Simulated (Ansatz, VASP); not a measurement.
**Two plane-wave programs on KCl**

File POSCAR:

```
KCl
1.0
    0.0000000000      3.1448483221      3.1448483221
    3.1448483221      0.0000000000      3.1448483221
    3.1448483221      3.1448483221      0.0000000000
K Cl
1 1
Direct
    0.0000000000      0.0000000000      0.0000000000
    0.5000000000      0.5000000000      0.5000000000
```

Contents of INCAR.step1:

```
SYSTEM = KCl
ALGO     = Normal         ! electronic algorithm
EDIFF    = 1E-4           ! SCF threshold, eV
ENCUT    = 520            ! plane-wave cutoff, eV
GGA      = PE             ! functional
ISMEAR   = 0              ! smearing method
LASPH    = .TRUE.         ! aspherical terms in the spheres
LCHARG   = .FALSE.        ! write CHGCAR
LREAL    = .FALSE.        ! projectors in reciprocal space
LWAVE    = .TRUE.         ! write WAVECAR
NBANDS   = 15             ! bands
NELM     = 80             ! most SCF steps
PREC     = Accurate       ! precision mode
SIGMA    = 0.01           ! smearing width, eV
```

File INCAR.step2:

```
SYSTEM = KCl
ALGO     = Normal         ! electronic algorithm
EDIFF    = 1E-7           ! SCF threshold, eV
ENCUT    = 520            ! plane-wave cutoff, eV
ISIF     = 2              ! what is computed and relaxed
ISMEAR   = 0              ! smearing method
ISTART   = 1            
LASPH    = .TRUE.         ! aspherical terms in the spheres
LCHARG   = .FALSE.        ! write CHGCAR
LMIXTAU  = .TRUE.       
LREAL    = .FALSE.        ! projectors in reciprocal space
LWAVE    = .FALSE.        ! write WAVECAR
METAGGA  = R2SCAN         ! meta-GGA
NBANDS   = 15             ! bands
NELM     = 80             ! most SCF steps
PREC     = Accurate       ! precision mode
SIGMA    = 0.01           ! smearing width, eV
```

File KPOINTS:

```
k-points
0
G
  6 6 6
  0 0 0
```

Input for Ansatz:

```yaml
crystal:
  lattice:
    - [0.0, 3.1448483221, 3.1448483221]
    - [3.1448483221, 0.0, 3.1448483221]
    - [3.1448483221, 3.1448483221, 0.0]
  atoms:
    - { symbol: K, position: [0.0, 0.0, 0.0] }
    - { symbol: Cl, position: [0.5, 0.5, 0.5] }
kpoints:
  mp_grid: { grid: [6, 6, 6] }
hamiltonian:
  xc: r2scan
scf:
  occupations: { method: fixed }
  n_extra_bands: 4
output:
  forces: true
  stress: true
  eigenvalues: true
  write_density: true
  write_potential: true
  elf: true
  volumetric_format: npy
```

Alike in both runs: task single point; functional r2SCAN; k mesh 6 × 6 × 6; no spin polarisation.

|  | VASP | Ansatz |
| --- | --- | --- |
| version | VASP 6.6.1 | Ansatz 0.2.0 |
| potentials or method | VASP PAW PBE potentials, release 64 (K_sv, Cl) | plane waves, PAW |
| plane-wave cutoff (eV) | 520 | 500 |
| occupations | gaussian, width 0.01 eV | fixed |
| valence electrons in the cell | 16 | 16 |

Ansatz gave:

- gap on the k mesh at the Fermi level (eV): 5.83
- pressure (GPa): 0.0

Task: Estimate VASP's values.

Result: gap on the k mesh at the Fermi level (eV): 5.84; pressure (GPa): 0.0.

VASP's potentials were made for PBE, not for r2SCAN.
